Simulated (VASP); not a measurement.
Set up this calculation in VASP 6.6.1, as the native input.

| Quantity | Value |
| --- | --- |
| Task | single point |
| Functional | PBE |
| Potentials or basis | VASP PAW PBE potentials, release 64 (Co, O) |
| Cutoff | 520 eV |
| k mesh | 16 × 16 × 16 |
| Occupations | gaussian, width 0.1 eV |
| Spin | no spin polarisation |
| Dipole correction | no |
| Further INCAR settings | ALGO = Normal; EDIFF = 1e-06; NBANDS = 14 |

The structure of CoO lies in POSCAR:

```
CoO
1.0
    0.0000000000      2.2499728228      2.2499728228
    2.2499728228      0.0000000000      2.2499728228
    2.2499728228      2.2499728228      0.0000000000
Co O
1 1
Direct
    0.0000000000      0.0000000000      0.0000000000
    0.2500000000      0.2500000000      0.2500000000
```

One way to write it, as run:

INCAR

```
ALGO     = Normal         # electronic algorithm
EDIFF    = 1E-6           # SCF threshold, eV
ENCUT    = 520            # plane-wave cutoff, eV
GGA      = PE             # functional
ISIF     = 2              # what is computed and relaxed
ISMEAR   = 0              # smearing method
LASPH    = T              # aspherical terms in the spheres
LCHARG   = F              # write CHGCAR
LREAL    = F              # projectors in reciprocal space
LWAVE    = F              # write WAVECAR
NBANDS   = 14             # bands
NELM     = 100            # most SCF steps
PREC     = Accurate       # precision mode
SIGMA    = 0.1            # smearing width, eV
```

KPOINTS

```
k-points
0
Gamma
  16 16 16
```

Potentials or basis: VASP PAW PBE potentials, release 64 (Co, O).

Command:

```sh
$ cat potpaw_PBE.64/Co/POTCAR potpaw_PBE.64/O/POTCAR > POTCAR
$ mpirun -np 1 vasp_std > vasp.out
```

It gave:

The pressure is -13.9 GPa.

Caveat: an odd number of electrons without spin polarisation forces a metal; a magnetic or distorted state may lie lower; the run has no spin polarisation, though such a crystal can be magnetic.

Wall time 13 s on 1 thread of Intel(R) Xeon(R) 6975P-C (Granite Rapids) (shared host), peak memory 0.17 GiB.
